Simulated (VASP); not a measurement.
# Zn (Fm-3m) in VASP: a series of runs

Zn is run at these levels: r2SCAN; tasks: single point, relaxation of cell and atoms.

All numbers are computed with VASP 6.6.1; they aren't measurements. Logs are shortened: lines on timing, memory, paths and dates and some standing lists are left out, and cuts for length are marked.

### Step 1. The cell of the first run

It takes space group Fm-3m (No. 225, cubic). The conventional cell has a = 3.858 Å, b = 3.858 Å, c = 3.858 Å, α = 90.00°, β = 90.00°, γ = 90.00°. Zn (site symmetry m-3m) has 12 Zn at 2.73 Å within 3.6 Å.

### Step 2. Single point, r2SCAN

File POSCAR:

```
Zn
1.0
    0.0000000000      1.9290961166      1.9290961166
    1.9290961166      0.0000000000      1.9290961166
    1.9290961166      1.9290961166      0.0000000000
Zn
1
Direct
    0.0000000000      0.0000000000      0.0000000000
```

File INCAR.step1:

```
SYSTEM = Zn
PREC = Accurate
ENCUT = 520
ISMEAR = 1
SIGMA = 0.1
LREAL = .FALSE.
LASPH = .TRUE.
NELM = 100
NBANDS = 12
GGA = PE
ALGO = Normal
EDIFF = 1E-4
LWAVE = .TRUE.
LCHARG = .FALSE.
```

File INCAR.step2:

```
SYSTEM = Zn
PREC = Accurate
ENCUT = 520
EDIFF = 1E-7
ISMEAR = 1
SIGMA = 0.1
LREAL = .FALSE.
LASPH = .TRUE.
NELM = 100
ALGO = Normal
ISIF = 2
LWAVE = .FALSE.
LCHARG = .TRUE.
METAGGA = R2SCAN
LMIXTAU = .TRUE.
LELF = .TRUE.
LVHAR = .TRUE.
NBANDS = 12
ISTART = 1
```

File KPOINTS:

```
regular mesh
0
G
  9 9 9
  0 0 0
```

Potentials or basis: VASP PAW PBE potentials, release 64 (Zn).

The run is started by

```sh
> cat potpaw_PBE.64/Zn/POTCAR > POTCAR
> cp INCAR.step1 INCAR
> mpirun -np 1 vasp_std > vasp.out
> cp INCAR.step2 INCAR
> mpirun -np 1 vasp_std > vasp.out
```

OUTCAR:

```text
SYSTEM = Zn
   PREC = Accurate
   ENCUT = 520
   EDIFF = 1E-7
   ISMEAR = 1
   LREAL = .FALSE.
   LASPH = .TRUE.
   NELM = 100
   ISIF = 2
   METAGGA = R2SCAN
   ISTART = 1

 ion  position               nearest neighbor table
   1  0.000  0.000  0.000-

  LATTYP: Found a face centered cubic cell.
 ALAT       =     3.8581922332

  Lattice vectors:

 A1 = (   0.0000000000,   1.9290961166,   1.9290961166)
 A2 = (   1.9290961166,   0.0000000000,   1.9290961166)
 A3 = (   1.9290961166,   1.9290961166,   0.0000000000)

Analysis of symmetry for initial positions (statically):
=====================================================================
 Subroutine PRICEL returns:
 Original cell was already a primitive cell.

 Routine SETGRP: Setting up the symmetry group for a
 face centered cubic supercell.

 Subroutine GETGRP returns: Found 48 space group operations
 (whereof 48 operations were pure point group operations)
 out of a pool of 48 trial point group operations.

The static configuration has the point symmetry O_h .

Analysis of symmetry for dynamics (positions and initial velocities):
=====================================================================
 Subroutine PRICEL returns:
 Original cell was already a primitive cell.

 Routine SETGRP: Setting up the symmetry group for a
 face centered cubic supercell.

 Subroutine GETGRP returns: Found 48 space group operations
 (whereof 48 operations were pure point group operations)
 out of a pool of 48 trial point group operations.

The dynamic configuration has the point symmetry O_h .

 Subroutine INISYM returns: Found 48 space group operations
 (whereof 48 operations are pure point group operations),
 and found     1 'primitive' translations

----------------------------------------------------------------------------------------

                                     Primitive cell

  volume of cell :      14.3579

  direct lattice vectors                    reciprocal lattice vectors
     0.000000000  1.929096117  1.929096117    -0.259188744  0.259188744  0.259188744
     1.929096117  0.000000000  1.929096117     0.259188744 -0.259188744  0.259188744
     1.929096117  1.929096117  0.000000000     0.259188744  0.259188744 -0.259188744

  length of vectors
     2.728153891  2.728153891  2.728153891     0.448928074  0.448928074  0.448928074

  position of ions in fractional coordinates (direct lattice)
     0.000000000  0.000000000  0.000000000

  ion indices of the primitive-cell ions
   primitive index   ion index
                 1           1

[... 81 lines left out ...]
   PSTRESS=    0.0 pullay stress
   NELECT =      12.0000    total number of electrons
   NUPDOWN=      -1.0000    fix difference up-down
   EMIN   =  10.00;   EMAX   =-10.00  energy-range for DOS
   EFERMI =   0.00;   METHOD = LEGACY
   ISMEAR =     1;   SIGMA  =   0.10  broadening in eV -4-tet -1-fermi 0-gaus
   EFERMI_NEDOS =   21; number of points for ismear=-14 and -15
   IALGO  =     38    algorithm
   IMIX   =      4    mixing-type and parameters
     AMIX     =   0.40;   BMIX     =  1.00
     AMIX_MAG =   1.60;   BMIX_MAG =  1.00
  volume/ion in A,a.u.               =      14.36        96.89
  Fermi-wavevector in a.u.,A,eV,Ry     =   1.542072  2.914094 32.354474  2.377987
  Thomas-Fermi vector in A             =   2.647928
   LORBIT       =      0    0 simple, 1 ext, 2 COOP (PROOUT), +10 PAW based schemes
   METAGGA = R2SCAN    functional components
   LHFCALC =     F    Hartree Fock is set to
   AEXX    =    0.0000 exact exchange contribution
   IVDW    =     0    specifies the selected vdW correction
   LEPSILON=     F    determine dielectric tensor
   LRPA    =     F    only Hartree local field effects (RPA)
 non-spin polarized calculation
 Methfessel and Paxton  Order N= 1 SIGMA  =   0.10
  energy-cutoff  :      520.00
  volume of cell :       14.36
 maximum number of plane-waves:       394
   NGX = 11   NGY = 11   NGZ = 11

 number of electron      12.0000002 magnetization

 Free energy of the ion-electron system (eV)
  ---------------------------------------------------
  ext. energy  EPLUGINS =         0.00000000
  ---------------------------------------------------
  free energy    TOTEN  =        -8.85334920 eV

  energy without entropy =       -8.85264925  energy(sigma->0) =       -8.85311588

 E-fermi :   3.3417     XC(G=0): -13.0171

 val. band max:        3.3177700624   @ k =  -0.4444   0.2222   0.0000
 cond. band min:       3.5423160662   @ k =  -0.3333   0.4444   0.2222
 fundamental gap:      0.2245460037
 Fermi energy:         3.3416975380

 k-point     1 :       0.0000    0.0000    0.0000
  band No.  band energies     occupation
      1      -7.9460      2.00000
      2      -4.7325      2.00000
      3      -4.7325      2.00000
      4      -4.7325      2.00000
      5      -4.3037      2.00000
      6      -4.3037      2.00000
      7      23.4831      0.00000
      8      23.5198      0.00000
      9      23.5199      0.00000
     10      23.5199      0.00000
     11      25.9168      0.00000
     12      25.9168      0.00000
[... 331 lines left out ...]
 k-point    24 :       0.4444    0.4444    0.0000
  band No.  band energies     occupation
      1      -5.5157      2.00000
      2      -5.4220      2.00000
      3      -4.0123      2.00000
      4      -3.9365      2.00000
      5      -3.9365      2.00000
      6       0.9558      2.00000
      7       6.9039      0.00000
      8      12.7728      0.00000
      9      12.7728      0.00000
     10      16.1835      0.00000
     11      18.0405      0.00000
     12      41.7837      0.00000

 [... further k-points ...]

------------------------ aborting loop because EDIFF is reached ----------------------------------------

  FORCE on cell =-STRESS in cart. coord.  units (eV):
  Direction    XX          YY          ZZ          XY          YZ          ZX
  --------------------------------------------------------------------------------------
  -------------------------------------------------------------------------------------
  Total        0.0345598      0.0345598      0.0345598      0.0000000     -0.0000000      0.0000000
  in kB        3.8564743      3.8564743      3.8564743      0.0000000     -0.0000000      0.0000000
  external PRESSURE =       3.8564743 kB  Pullay stress =       0.0000000 kB

 VOLUME and BASIS-vectors are now :
 -----------------------------------------------------------------------------
  energy-cutoff  :      520.00
  volume of cell :       14.36
      direct lattice vectors                 reciprocal lattice vectors
     0.000000000  1.929096117  1.929096117    -0.259188744  0.259188744  0.259188744
     1.929096117  0.000000000  1.929096117     0.259188744 -0.259188744  0.259188744
     1.929096117  1.929096117  0.000000000     0.259188744  0.259188744 -0.259188744

 POSITION                                       TOTAL-FORCE (eV/Angst)
 -----------------------------------------------------------------------------------
      0.00000      0.00000      0.00000         0.000000     -0.000000      0.000000
 -----------------------------------------------------------------------------------
    total drift:                                0.000000      0.000000      0.000000

  FREE ENERGIE OF THE ION-ELECTRON SYSTEM (eV)
  ---------------------------------------------------
  free  energy   TOTEN  =        -8.8533491978 eV

  energy  without entropy=       -8.8526492527  energy(sigma->0) =       -8.85311588
```

OUTCAR.step1:

```text
SYSTEM = Zn
   PREC = Accurate
   ENCUT = 520
   ISMEAR = 1
   LREAL = .FALSE.
   LASPH = .TRUE.
   NELM = 100
[... 576 lines left out ...]
 -----------------------------------------------------------------------------------
      0.00000      0.00000      0.00000         0.000000      0.000000      0.000000
 -----------------------------------------------------------------------------------
    total drift:                                0.000000     -0.000000     -0.000000

  FREE ENERGIE OF THE ION-ELECTRON SYSTEM (eV)
  ---------------------------------------------------
  free  energy   TOTEN  =        -1.0605268260 eV

  energy  without entropy=       -1.0596793887  energy(sigma->0) =       -1.06024435
```

Run time: 13 s. Hardware: 1 thread of Intel Xeon 6975P-C (Granite Rapids), shared host; peak memory 0.13 GiB.

What came out:

| Property | Result |
| --- | --- |
| Free energy | -8.8533 eV |
| Pressure | 0.4 GPa |
| Band gap on the k mesh | zero (band 6 reaches 4.03 eV, above the bottom of band 7 at 2.51 eV) |

Caveat: the PAW data sets were made with another functional, which shifts forces and pressure a little.

### Step 3. Single point, r2SCAN

POSCAR is that of step 2.

File INCAR.step1:

```
SYSTEM = Zn
PREC = Accurate
ENCUT = 520
ISMEAR = 1
SIGMA = 0.1
LREAL = .False.
LASPH = .True.
NELM = 80
NBANDS = 12
GGA = PE
ALGO = Normal
EDIFF = 1E-4
LWAVE = .True.
LCHARG = .False.
```

File INCAR.step2:

```
SYSTEM = Zn
PREC = Accurate
ENCUT = 520
EDIFF = 1E-6
ISMEAR = 1
SIGMA = 0.1
LREAL = .False.
LASPH = .True.
NELM = 80
ALGO = Normal
ISIF = 2
LWAVE = .False.
LCHARG = .False.
METAGGA = R2SCAN
LMIXTAU = .True.
NBANDS = 12
ISTART = 1
```

File KPOINTS:

```
regular mesh
0
Gamma
  11 11 11
  0 0 0
```

Potentials or basis: VASP PAW PBE potentials, release 64 (Zn).

The run is started by

```sh
> cat potpaw_PBE.64/Zn/POTCAR > POTCAR
> cp INCAR.step1 INCAR
> mpirun -np 1 vasp_std > vasp.out
> cp INCAR.step2 INCAR
> mpirun -np 1 vasp_std > vasp.out
```

It took 13 s on 1 thread of Intel Xeon 6975P-C (Granite Rapids), shared host; peak memory 0.13 GiB.

It converged, with:

| Property | Result |
| --- | --- |
| Free energy | -8.8588 eV |
| Pressure | 0.5 GPa |
| Band gap on the k mesh | zero (band 6 reaches 5.04 eV, above the bottom of band 7 at 2.37 eV) |

Levels at points of the mesh, in eV from the Fermi level:
```csv
k point,band 2,band 3,band 4,band 5,band 6,band 7,band 8,band 9,band 10,band 11
"(0.00, 0.00, 0.00)",-8.18,-8.18,-8.18,-7.75,-7.75,20.04,20.08,20.08,20.08,22.47
```

Caveat: the PAW data sets were made with another functional, which shifts forces and pressure a little.

### Step 4. Relaxation of cell and atoms, r2SCAN

This run uses another cell than the first one, of 15.17 Å³/atom, 1.057 times its volume.

File POSCAR:

```
Zn
1.0
    0.0000000000      1.9647760000      1.9647760000
    1.9647760000      0.0000000000      1.9647760000
    1.9647760000      1.9647760000      0.0000000000
Zn
1
Direct
    0.0000000000      0.0000000000      0.0000000000
```

File INCAR.step1:

```
SYSTEM = Zn
ALGO = Normal ; EDIFF = 1E-4
ENCUT = 600 ; GGA = PE
ISMEAR = 1 ; LASPH = .TRUE.
LCHARG = .FALSE. ; LREAL = .FALSE.
LWAVE = .TRUE. ; NELM = 60
PREC = Accurate ; SIGMA = 0.1
```

File INCAR.step2:

```
SYSTEM = Zn
ALGO = Normal ; EDIFF = 1E-6
EDIFFG = -0.01 ; ENCUT = 600
IBRION = 2 ; ISIF = 3
ISMEAR = 1 ; ISTART = 1
LASPH = .TRUE. ; LCHARG = .FALSE.
LMIXTAU = .TRUE. ; LREAL = .FALSE.
LWAVE = .FALSE. ; METAGGA = R2SCAN
NELM = 60 ; NSW = 60
PREC = Accurate ; SIGMA = 0.1
```

File KPOINTS:

```
k-points
0
G
  9 9 9
  0 0 0
```

The run is started by

```sh
> cat potpaw_PBE.64/Zn/POTCAR > POTCAR
> cp INCAR.step1 INCAR
> mpirun -np 1 vasp_std > vasp.out
> cp INCAR.step2 INCAR
> mpirun -np 1 vasp_std > vasp.out
```

It took 50 s on 1 thread of Intel Xeon 6975P-C (Granite Rapids), shared host; peak memory 0.15 GiB.

It converged, with:

| Quantity | Value |
| --- | --- |
| Free energy | -8.8548 eV |
| Relaxed volume | 14.40 Å³/atom |
| Relaxed cell | a = 2.731 Å, b = 2.731 Å, c = 2.731 Å, α = 60.00°, β = 60.00°, γ = 60.00° |
| Space group after relaxing (to 0.05 Å) | Fm-3m (No. 225) |
| Energy gained by relaxing | 11.2 meV/atom |
| Ionic steps | 8 |
| Pressure after relaxing | 0.0 GPa |
| Band gap on the k mesh | zero (band 6 reaches 4.01 eV, above the bottom of band 7 at 2.49 eV) |

The path:
```csv
step,energy change (eV),largest force (eV/Å),pressure (GPa),volume (Å³)
1,0.0000,0.0000,-4.06,15.17
2,-0.0112,0.0000,0.39,14.34
3,-0.0112,0.0000,-0.17,14.39
4,-0.0112,0.0000,0.23,14.38
5,-0.0112,0.0000,-0.30,14.42
6,-0.0112,0.0000,0.16,14.40
7,-0.0112,0.0000,-0.15,14.40
8,-0.0112,0.0000,-0.01,14.40
```

Final structure:
```
Zn
1.0
     0.00000    1.93096    1.93096
     1.93096    0.00000    1.93096
     1.93096    1.93096    0.00000
Zn
1
Direct
  0.00000 0.00000 0.00000
```

Levels at points of the mesh, in eV from the Fermi level:
| k point | band 3 | band 4 | band 5 | band 6 | band 7 | band 8 | band 9 | band 10 |
| --- | --- | --- | --- | --- | --- | --- | --- | --- |
| (0.00, 0.00, 0.00) | -8.06 | -8.06 | -7.64 | -7.64 | 20.12 | 20.14 | 20.14 | 20.14 |

Caveat: the PAW data sets were made with another functional, which shifts forces and pressure a little.

### Step 5. The runs side by side

```tsv
task	cell	k mesh	cutoff (eV)	gap on the mesh (eV)	pressure (GPa)
single point	a = 2.728 Å, angles 60.0°, 1 atom	9 × 9 × 9	520	none	0.4
single point	a = 2.728 Å, angles 60.0°, 1 atom	11 × 11 × 11	520	none	0.5
relaxation of cell and atoms	relaxed from a = 2.779 Å, angles 60.0°, 1 atom	9 × 9 × 9	600	none	0.0
```

Alike in all rows: level r2SCAN; potentials or basis VASP PAW PBE potentials, release 64 (Zn); no spin polarisation; smearing methfessel-paxton 0.1 eV.

Caveats: the PAW data sets were made with another functional, which shifts forces and pressure a little.

Total energies depend on the potentials used, so only differences within one code and one set of settings carry meaning.
